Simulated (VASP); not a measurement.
Write the native input for VASP 6.6.1 that does the following.

```yaml
Task: single point
Functional: r2SCAN
Potentials_or_basis: VASP PAW PBE potentials, release 64 (Se, Ga_d, Ti_sv)
Cutoff: 520 eV
k_mesh: 5 × 5 × 5
Occupations: methfessel-paxton, width 0.015 eV
Spin: no spin polarisation
Dipole_correction: no
Further_INCAR_settings: ALGO = Normal; EDIFF = 1e-06; NBANDS = 40
```

Crystal: TiGa2Se4.

```
Se Ga Ti
1.0
     0.00000    5.60357    0.00000
     5.60357    0.00000    0.00000
     2.80179    2.80179   -5.23475
Se Ga Ti
4 2 1
Cartesian
  4.2027 4.2587 -3.8737
  1.4569 4.2027 -1.3610
  7.0045 6.9484 -3.8737
  4.1466 1.4009 -1.3610
  2.8018 5.6036 -2.6174
  2.8018 2.8018 0.0000
  0.0000 0.0000 0.0000
```

The input as run:

POSCAR

```
TiGa2Se4
1.0
    0.0000000000      5.6035743200      0.0000000000
    5.6035743200      0.0000000000      0.0000000000
    2.8017866600      2.8017866600     -5.2347506800
Se Ga Ti
4 2 1
Direct
    0.3900000000      0.3800000000      0.7400000000
    0.6200000000      0.1300000000      0.2600000000
    0.8700000000      0.8800000000      0.7400000000
    0.1200000000      0.6100000000      0.2600000000
    0.7500000000      0.2500000000      0.5000000000
    0.5000000000      0.5000000000      0.0000000000
    0.0000000000      0.0000000000      0.0000000000
```

INCAR.step1

```
PREC = Accurate
ENCUT = 520
ISMEAR = 1
SIGMA = 0.015
LREAL = F
LASPH = T
NELM = 80
NBANDS = 40
GGA = PE
ALGO = Normal
EDIFF = 1E-4
LWAVE = T
LCHARG = F
```

INCAR.step2

```
PREC = Accurate
ENCUT = 520
EDIFF = 1E-6
ISMEAR = 1
SIGMA = 0.015
LREAL = F
LASPH = T
NELM = 80
ALGO = Normal
ISIF = 2
LWAVE = F
LCHARG = T
METAGGA = R2SCAN
LMIXTAU = T
LELF = T
LVHAR = T
NBANDS = 40
ISTART = 1
```

KPOINTS

```
Automatic mesh
0
Gamma
  5 5 5
```

Potentials or basis: VASP PAW PBE potentials, release 64 (Se, Ga_d, Ti_sv).

The run is started by

```sh
$ cat potpaw_PBE.64/Se/POTCAR potpaw_PBE.64/Ga_d/POTCAR potpaw_PBE.64/Ti_sv/POTCAR > POTCAR
$ cp INCAR.step1 INCAR
$ mpirun -np 1 vasp_std > vasp.out
$ cp INCAR.step2 INCAR
$ mpirun -np 1 vasp_std > vasp.out
```

It gave:

The pressure is 8.5 GPa and the largest force is 1.131 eV/Å. The band gap on the k mesh is zero (bands 31 and 32 overlap by 0.44 eV).

Caveat: the cell stands under pressure; the PAW data sets were made with another functional, which shifts forces and pressure a little.

Wall time 7.4 min on 1 thread of Intel(R) Xeon(R) Platinum 8375C CPU @ 2.90GHz (Ice Lake) (shared host), peak memory 0.4 GiB.
